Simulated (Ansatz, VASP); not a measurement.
## Ba3Si2: VASP beside Ansatz

```
CELL_PARAMETERS angstrom
5.67754 0.00000 0.00000
-2.83877 4.91689 0.00000
0.00000 0.00000 6.89965
ATOMIC_POSITIONS crystal
Ba 0.00000 0.00000 0.00000
Ba 0.33333 0.66667 0.68739
Ba 0.66667 0.33333 0.31261
Si 0.33333 0.66667 0.18541
Si 0.66667 0.33333 0.81459
```

Alike in both runs: functional PBE; k mesh 12 × 12 × 6; occupations gaussian, width 0.1 eV; no spin polarisation.

Ansatz relaxed the structure, and its values are those at the end. VASP's run is a single point on that final structure, the one shown.

|  | VASP | Ansatz |
| --- | --- | --- |
| version | VASP 6.6.1 | Ansatz 0.2.0 |
| potentials or method | VASP PAW PBE potentials, release 64 (Ba_sv, Si), cutoff 520 eV | scalar-relativistic, plane waves, PAW |
| valence electrons in the cell | 38 | 38 |

Ansatz gave:

* gap on the k mesh at the Fermi level (eV): none
* pressure (GPa): 0.0
* rms of the force components (eV/Å): 0.000

Task: What did VASP give for the same quantities?

Result: gap on the k mesh at the Fermi level (eV): none; pressure (GPa): 0.4; rms of the force components (eV/Å): 0.008.

A gap of «none» marks a metal or a gap that the smearing closes. The functional is the same, so the differences come from potentials, cutoffs and numerics.

Neither program's run includes spin-orbit coupling.
